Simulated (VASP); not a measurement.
# BaS (P-6m2) in VASP: a series of runs

BaS is run at these levels: PBEsol; tasks: single point, relaxation of cell and atoms.

All numbers are computed with VASP 6.6.1; they aren't measurements. Logs are shortened: lines on timing, memory, paths and dates and some standing lists are left out, and cuts for length are marked.

**1. The cell of the first run**

The structure is hexagonal, space group P-6m2 (No. 187). Conventional cell: a = 4.292 Å, b = 4.292 Å, c = 3.916 Å, α = 90.00°, β = 90.00°, γ = 120.00°. Ba (site symmetry -6m2) has 6 S at 3.16 Å and 8 Ba at 3.92 to 4.29 Å within 4.3 Å. Within 4.3 Å of S (site symmetry -6m2) lie 6 Ba at 3.16 Å and 8 S at 3.92 to 4.29 Å.

**2. Single point, PBEsol**

Input file INCAR:

```
SYSTEM = BaS
PREC     = Accurate       ! precision mode
ENCUT    = 520            ! plane-wave cutoff, eV
EDIFF    = 1E-6           ! SCF threshold, eV
ISMEAR   = 0              ! smearing method
SIGMA    = 0.05           ! smearing width, eV
LREAL    = .False.        ! projectors in reciprocal space
LASPH    = .True.         ! aspherical terms in the spheres
NELM     = 100            ! most SCF steps
ALGO     = Normal         ! electronic algorithm
ISIF     = 2              ! what is computed and relaxed
LWAVE    = .False.        ! write WAVECAR
LCHARG   = .False.        ! write CHGCAR
GGA      = PS             ! functional
NBANDS   = 15             ! bands
```

Input file KPOINTS:

```
regular mesh
0
Gamma
  10 10 8
  0 0 0
```

Input file POSCAR:

```
BaS
1.0
    4.2917623855      0.0000000000      0.0000000000
   -2.1458811927      3.7167752528      0.0000000000
    0.0000000000      0.0000000000      3.9162898674
Ba S
1 1
Direct
    0.0000000000      0.0000000000      0.0000000000
    0.6666666667      0.3333333333      0.5000000000
```

Potentials or basis: VASP PAW PBE potentials, release 64 (Ba_sv, S).

Launch:

```sh
cat potpaw_PBE.64/Ba_sv/POTCAR potpaw_PBE.64/S/POTCAR > POTCAR
mpirun -np 1 vasp_std > vasp.out
```

OUTCAR:

```text
SYSTEM = BaS
   PREC = Accurate
   ENCUT = 520
   EDIFF = 1E-6
   ISMEAR = 0
   LREAL = .False.
   LASPH = .True.
   NELM = 100
   ISIF = 2
   GGA = PS

 ion  position               nearest neighbor table
   1  0.000  0.000  0.000-   2 3.16   2 3.16   2 3.16   2 3.16   2 3.16   2 3.16
   2  0.667  0.333  0.500-   1 3.16   1 3.16   1 3.16   1 3.16   1 3.16   1 3.16

  LATTYP: Found a hexagonal cell.
 ALAT       =     4.2917623855
 C/A-ratio  =     0.9125132092

  Lattice vectors:

 A1 = (   4.2917623855,   0.0000000000,   0.0000000000)
 A2 = (  -2.1458811927,   3.7167752528,   0.0000000000)
 A3 = (   0.0000000000,   0.0000000000,   3.9162898674)

Analysis of symmetry for initial positions (statically):
=====================================================================
 Subroutine PRICEL returns:
 Original cell was already a primitive cell.

 Routine SETGRP: Setting up the symmetry group for a
 hexagonal supercell.

 Subroutine GETGRP returns: Found 12 space group operations
 (whereof 12 operations were pure point group operations)
 out of a pool of 24 trial point group operations.

The static configuration has the point symmetry D_3h.

Analysis of symmetry for dynamics (positions and initial velocities):
=====================================================================
 Subroutine PRICEL returns:
 Original cell was already a primitive cell.

 Routine SETGRP: Setting up the symmetry group for a
 hexagonal supercell.

 Subroutine GETGRP returns: Found 12 space group operations
 (whereof 12 operations were pure point group operations)
 out of a pool of 24 trial point group operations.

The dynamic configuration has the point symmetry D_3h.

 Subroutine INISYM returns: Found 12 space group operations
 (whereof 12 operations are pure point group operations),
 and found     1 'primitive' translations

----------------------------------------------------------------------------------------

                                     Primitive cell

  volume of cell :      62.4708

  direct lattice vectors                    reciprocal lattice vectors
     4.291762386  0.000000000  0.000000000     0.233004512  0.134525218  0.000000000
    -2.145881193  3.716775253  0.000000000     0.000000000  0.269050435  0.000000000
     0.000000000  0.000000000  3.916289867     0.000000000  0.000000000  0.255343714

  length of vectors
     4.291762386  4.291762385  3.916289867     0.269050435  0.269050435  0.255343714

  position of ions in fractional coordinates (direct lattice)
     0.000000000  0.000000000  0.000000000
     0.666666667  0.333333333  0.500000000

  ion indices of the primitive-cell ions
   primitive index   ion index
                 1           1
                 2           2

----------------------------------------------------------------------------------------

 KPOINTS: regular mesh

Automatic generation of k-mesh.
 Grid dimensions read from file:
 generate k-points for:   10   10    8

 Generating k-lattice:

  Cartesian coordinates                     Fractional coordinates (reciprocal lattice)
     0.023300451  0.013452522  0.000000000     0.100000000 -0.000000000  0.000000000
     0.000000000  0.026905044  0.000000000     0.000000000  0.100000000  0.000000000
     0.000000000  0.000000000  0.031917964     0.000000000  0.000000000  0.125000000

  Length of vectors
     0.026905044  0.026905044  0.031917964

  Shift w.r.t. Gamma in fractional coordinates (k-lattice)
     0.000000000  0.000000000  0.000000000

 Subroutine IBZKPT returns following result:
 ===========================================

 Found     70 irreducible k-points:

 Following reciprocal coordinates:
            Coordinates               Weight
  0.000000  0.000000  0.000000      1.000000
  0.100000  0.000000  0.000000      6.000000
  0.200000  0.000000  0.000000      6.000000
  0.300000  0.000000  0.000000      6.000000
  0.400000 -0.000000  0.000000      6.000000
  0.500000  0.000000  0.000000      3.000000
[... 16 lines left out ...]
  0.300000  0.100000  0.125000     24.000000
  0.400000  0.100000  0.125000     24.000000
 [... further k-points ...]
   k-points           NKPTS =     70   k-points in BZ     NKDIM =     70   number of bands    NBANDS=     15
   number of dos      NEDOS =    301   number of ions     NIONS =      2
   total plane-waves  NPLWV =  30720
   dimension x,y,z NGX =    32 NGY =   32 NGZ =   30
   dimension x,y,z NGXF=    64 NGYF=   64 NGZF=   60
   ions per type =               1   1
   NGX,Y,Z   is equivalent  to a cutoff of  12.40, 12.40, 12.73 a.u.
   NGXF,Y,Z  is equivalent  to a cutoff of  24.79, 24.79, 25.47 a.u.
 SYSTEM =  BaS
   PREC   = accura    normal or accurate (medium, high low for compatibility)
   ISTART =      0    job   : 0-new  1-cont  2-samecut
   ICHARG =      2    charge: 1-file 2-atom 10-const
   ISPIN  =      1    spin polarized calculation?
   LNONCOLLINEAR =      F non collinear calculations
   LSORBIT =      F    spin-orbit coupling
   LASPH  =      T    aspherical Exc in radial PAW
   ENCUT  =  520.0 eV  38.22 Ry    6.18 a.u.   7.98  7.98  7.28*2*pi/ulx,y,z
   NELM   =    100;   NELMIN=  2; NELMDL= -5     # of ELM steps
   EDIFF  = 0.1E-05   stopping-criterion for ELM
   LREAL  =      F    real-space projection
   EDIFFG = 0.1E-04   stopping-criterion for IOM
   NSW    =      0    number of steps for IOM
   IBRION =     -1    ionic relax: 0-MD 1-quasi-New 2-CG
   NFREE  =      0    steps in history (QN), initial steepest desc. (CG)
   ISIF   =      2    stress and relaxation
   ISYM   =      2    0-nonsym 1-usesym 2-fastsym
   POTIM  = 0.5000    time-step for ionic-motion
   TEBEG  =    0.0;   TEEND  =   0.0 temperature during run
   PSTRESS=    0.0 pullay stress
   NELECT =      16.0000    total number of electrons
   NUPDOWN=      -1.0000    fix difference up-down
   EMIN   =  10.00;   EMAX   =-10.00  energy-range for DOS
   EFERMI =   0.00;   METHOD = LEGACY
   ISMEAR =     0;   SIGMA  =   0.05  broadening in eV -4-tet -1-fermi 0-gaus
   EFERMI_NEDOS =   21; number of points for ismear=-14 and -15
   IALGO  =     38    algorithm
   IMIX   =      4    mixing-type and parameters
     AMIX     =   0.40;   BMIX     =  1.00
     AMIX_MAG =   1.60;   BMIX_MAG =  1.00
  volume/ion in A,a.u.               =      31.24       210.79
  Fermi-wavevector in a.u.,A,eV,Ry     =   1.039655  1.964663 14.706298  1.080882
  Thomas-Fermi vector in A             =   2.174195
   LORBIT       =      0    0 simple, 1 ext, 2 COOP (PROOUT), +10 PAW based schemes
   GGA     = PS    functional components
   LHFCALC =     F    Hartree Fock is set to
   AEXX    =    0.0000 exact exchange contribution
   IVDW    =     0    specifies the selected vdW correction
   LEPSILON=     F    determine dielectric tensor
   LRPA    =     F    only Hartree local field effects (RPA)
 non-spin polarized calculation
 Gauss-broadening in eV      SIGMA  =   0.05
  energy-cutoff  :      520.00
  volume of cell :       62.47
 maximum number of plane-waves:      1702
 NGX is ok and might be reduce to    32
   NGX = 15   NGY = 15   NGZ = 15

 number of electron      16.0000001 magnetization

 Free energy of the ion-electron system (eV)
  ---------------------------------------------------
  ext. energy  EPLUGINS =         0.00000000
  ---------------------------------------------------
  free energy    TOTEN  =       -10.45630564 eV

  energy without entropy =      -10.45630564  energy(sigma->0) =      -10.45630564

 E-fermi :   2.3278     XC(G=0):  -8.9683

 val. band max:        2.0515501744   @ k =   0.0000   0.0000   0.0000
 cond. band min:       3.8102830889   @ k =   0.0000   0.0000   0.0000
 fundamental gap:      1.7587329144
 Fermi energy:         2.3277685738

 k-point     1 :       0.0000    0.0000    0.0000
  band No.  band energies     occupation
      1     -24.5337      2.00000
      2      -9.5604      2.00000
      3      -9.5604      2.00000
      4      -9.4120      2.00000
      5      -8.7736      2.00000
      6       1.1470      2.00000
      7       1.1470      2.00000
      8       2.0516      2.00000
      9       3.8103      0.00000
     10       5.0740      0.00000
     11       7.6703      0.00000
     12       7.6703      0.00000
     13       8.6175      0.00000
     14       8.6175      0.00000
     15      10.8573      0.00000

 k-point     2 :       0.1000    0.0000    0.0000
  band No.  band energies     occupation
      1     -24.5283      2.00000
      2      -9.7808      2.00000
      3      -9.5759      2.00000
      4      -9.4017      2.00000
      5      -8.5607      2.00000
      6       0.9436      2.00000
      7       1.1947      2.00000
      8       1.9698      2.00000
      9       3.9354      0.00000
     10       5.4695      0.00000
     11       7.2869      0.00000
     12       7.7156      0.00000
     13       8.5267      0.00000
     14       8.6803      0.00000
     15      11.0809      0.00000

 k-point     3 :       0.2000    0.0000    0.0000
  band No.  band energies     occupation
      1     -24.5142      2.00000
      2     -10.1502      2.00000
      3      -9.6162      2.00000
      4      -9.3747      2.00000
      5      -8.2114      2.00000
      6       0.5385      2.00000
      7       1.3148      2.00000
      8       1.7669      2.00000
      9       4.2177      0.00000
     10       6.3317      0.00000
     11       6.7485      0.00000
     12       7.8877      0.00000
     13       8.3116      0.00000
     14       8.7684      0.00000
     15      11.1966      0.00000
[... 343 lines left out ...]
 k-point    23 :       0.3000    0.1000    0.1250
  band No.  band energies     occupation
      1     -24.4763      2.00000
      2     -10.5401      2.00000
      3      -9.7157      2.00000
      4      -9.4914      2.00000
      5      -7.7669      2.00000
      6       0.1553      2.00000
      7       1.1544      2.00000
      8       1.4127      2.00000
      9       4.6756      0.00000
     10       6.6126      0.00000
     11       7.4081      0.00000
     12       7.8632      0.00000
     13       9.0506      0.00000
     14       9.4960      0.00000
     15      11.3936      0.00000

 k-point    24 :       0.4000    0.1000    0.1250
  band No.  band energies     occupation
      1     -24.4665      2.00000
      2     -10.6588      2.00000
      3      -9.7522      2.00000
      4      -9.4566      2.00000
      5      -7.6944      2.00000
      6       0.0229      2.00000
      7       1.1848      2.00000
      8       1.3438      2.00000
      9       4.5625      0.00000
     10       7.0486      0.00000
     11       7.5648      0.00000
     12       8.0584      0.00000
     13       8.8651      0.00000
     14      10.0595      0.00000
     15      11.4177      0.00000

 [... further k-points ...]

------------------------ aborting loop because EDIFF is reached ----------------------------------------

  FORCE on cell =-STRESS in cart. coord.  units (eV):
  Direction    XX          YY          ZZ          XY          YZ          ZX
  --------------------------------------------------------------------------------------
  -------------------------------------------------------------------------------------
  Total        0.2825614      0.2825614      0.3604420      0.0000000     -0.0000000      0.0000000
  in kB        7.2468048      7.2468048      9.2441958      0.0000000     -0.0000000      0.0000000
  external PRESSURE =       7.9126018 kB  Pullay stress =       0.0000000 kB

 VOLUME and BASIS-vectors are now :
 -----------------------------------------------------------------------------
  energy-cutoff  :      520.00
  volume of cell :       62.47
      direct lattice vectors                 reciprocal lattice vectors
     4.291762386  0.000000000  0.000000000     0.233004512  0.134525218  0.000000000
    -2.145881193  3.716775253  0.000000000     0.000000000  0.269050435  0.000000000
     0.000000000  0.000000000  3.916289867     0.000000000  0.000000000  0.255343714

 POSITION                                       TOTAL-FORCE (eV/Angst)
 -----------------------------------------------------------------------------------
      0.00000      0.00000      0.00000         0.000000     -0.000000      0.000000
      2.14588      1.23893      1.95814        -0.000000      0.000000      0.000000
 -----------------------------------------------------------------------------------
    total drift:                               -0.000000      0.000000      0.000000

  FREE ENERGIE OF THE ION-ELECTRON SYSTEM (eV)
  ---------------------------------------------------
  free  energy   TOTEN  =       -10.4563056373 eV

  energy  without entropy=      -10.4563056373  energy(sigma->0) =      -10.45630564
```

It took 36 s on 1 thread of Intel Xeon Platinum 8259CL at 2.50GHz (Skylake/Cascade Lake), shared host; peak memory 0.22 GiB.

Results:

```yaml
Free_energy: -10.4563 eV
Pressure: 0.8 GPa
Band_gap_on_the_k_mesh: 1.76 eV
```

Caveat: the PAW data sets were made with another functional, which shifts forces and pressure a little; spin-orbit coupling is left out, which moves the levels of the heavy elements.

**3. Relaxation of cell and atoms, PBEsol**

This run uses another cell than the first one, of 32.06 Å³/atom.

Input file INCAR:

```
SYSTEM = BaS
ALGO = Normal
EDIFF = 1E-6
EDIFFG = -0.01
ENCUT = 600
GGA = PS
IBRION = 2
ISIF = 3
ISMEAR = 0
LASPH = .TRUE.
LCHARG = .FALSE.
LREAL = .FALSE.
LWAVE = .FALSE.
NELM = 80
NSW = 80
PREC = Accurate
SIGMA = 0.05
```

Input file KPOINTS:

```
k-points
0
G
  10 10 8
  0 0 0
```

Input file POSCAR:

```
BaS
1.0
    4.2331110366      0.0000000000      0.0000000000
   -2.1165555183      3.6659816947      0.0000000000
    0.0000000000      0.0000000000      4.1313066459
Ba S
1 1
Direct
    0.0000000000      0.0000000000      0.0000000000
    0.6666666667      0.3333333333      0.5000000000
```

Potentials or basis: VASP PAW PBE potentials, release 64 (Ba_sv, S).

Launch:

```sh
cat potpaw_PBE.64/Ba_sv/POTCAR potpaw_PBE.64/S/POTCAR > POTCAR
mpirun -np 1 vasp_std > vasp.out
```

Wall time 3.1 min (1 thread of Intel Xeon Platinum 8259CL at 2.50GHz (Skylake/Cascade Lake), shared host); peak memory 0.25 GiB.

It converged, with:

- Free energy: -10.4593 eV
- Relaxed volume: 31.79 Å³/atom
- Relaxed cell: a = 4.317 Å, b = 4.317 Å, c = 3.940 Å, α = 90.00°, β = 90.00°, γ = 120.00°
- Space group after relaxing (to 0.1 Å): P-6m2 (No. 187)
- Energy gained by relaxing: 25.8 meV/atom
- Ionic steps: 5
- Pressure after relaxing: 0.0 GPa
- Band gap on the k mesh: 1.80 eV

Step by step:
| step | energy change (eV) | largest force (eV/Å) | pressure (GPa) | volume (Å³) |
| --- | --- | --- | --- | --- |
| 1 | 0.0000 | 0.0000 | -0.87 | 64.11 |
| 2 | -0.0478 | 0.0000 | 0.74 | 62.44 |
| 3 | -0.0479 | 0.0000 | 0.81 | 62.38 |
| 4 | -0.0515 | 0.0000 | -0.06 | 63.68 |
| 5 | -0.0515 | 0.0000 | 0.00 | 63.59 |

Final structure:
```yaml
crystal:
  lattice:
    - [4.31683, 0.00000, 0.00000]
    - [-2.15841, 3.73848, 0.00000]
    - [0.00000, 0.00000, 3.94002]
  atoms:
    - { symbol: Ba, position: [0.00000, 0.00000, 0.00000] }
    - { symbol: S, position: [0.66667, 0.33333, 0.50000] }
```

Levels at points of the mesh, in eV from the valence-band top:
```
           k point  band 6  band 7  band 8  band 9  band 10  band 11
(0.00, 0.00, 0.00)   -0.87   -0.87    0.00    1.80     2.97     5.57
(0.50, 0.00, 0.00)   -2.11   -0.73   -0.45    2.00     5.37     5.77
(0.00, 0.00, 0.50)   -2.55   -0.72   -0.72    3.80     3.80     4.74
(0.50, 0.00, 0.50)   -1.73   -1.36   -1.31    3.53     4.91     6.94
```

Caveat: the PAW data sets were made with another functional, which shifts forces and pressure a little; spin-orbit coupling is left out, which moves the levels of the heavy elements. A k mesh can miss the band edges.
